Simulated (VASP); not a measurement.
A run of VASP 6.6.1:

File INCAR:

```
PREC     = Accurate       # precision mode
ENCUT    = 600            # plane-wave cutoff, eV
EDIFF    = 1E-7           # SCF threshold, eV
ISMEAR   = 0              # smearing method
SIGMA    = 0.1            # smearing width, eV
LREAL    = False          # projectors in reciprocal space
LASPH    = True           # aspherical terms in the spheres
NELM     = 150            # most SCF steps
ALGO     = Normal         # electronic algorithm
ISIF     = 3              # what is computed and relaxed
LWAVE    = False          # write WAVECAR
LCHARG   = False          # write CHGCAR
ISPIN    = 2              # spin polarisation
MAGMOM   = 0 3 3          # initial moments
LORBIT   = 11             # projections on sites
LMAXMIX  = 4              # l up to which the mixer works
GGA      = PE             # functional
IBRION   = 2              # ionic algorithm
NSW      = 90             # ionic steps
EDIFFG   = -0.04          # ionic threshold
```

KPOINTS

```
Automatic mesh
0
Gamma
  6 6 6
```

POSCAR

```
AlCo2
1.0
    0.0000000000      2.6429823500      2.6429823500
    2.6429823500      0.0000000000      2.6429823500
    2.6429823500      2.6429823500      0.0000000000
Al Co
1 2
Direct
    0.0000000000      0.0000000000      0.0000000000
    0.7500000000      0.7500000000      0.7500000000
    0.2500000000      0.2500000000      0.2500000000
```

Potentials or basis: VASP PAW PBE potentials, release 64 (Al, Co).

Run with:

```sh
$ cat potpaw_PBE.64/Al/POTCAR potpaw_PBE.64/Co/POTCAR > POTCAR
$ mpirun -np 1 vasp_std > vasp.out
```

Hardware: 1 thread of Intel(R) Xeon(R) Platinum 8488C (Sapphire Rapids) (shared host).

How long does it take, and how much memory?

Wall time 63 s on 1 thread of Intel(R) Xeon(R) Platinum 8488C (Sapphire Rapids) (shared host), peak memory 0.19 GiB. Counts: scf iterations 44, k points 16, ion steps 3.
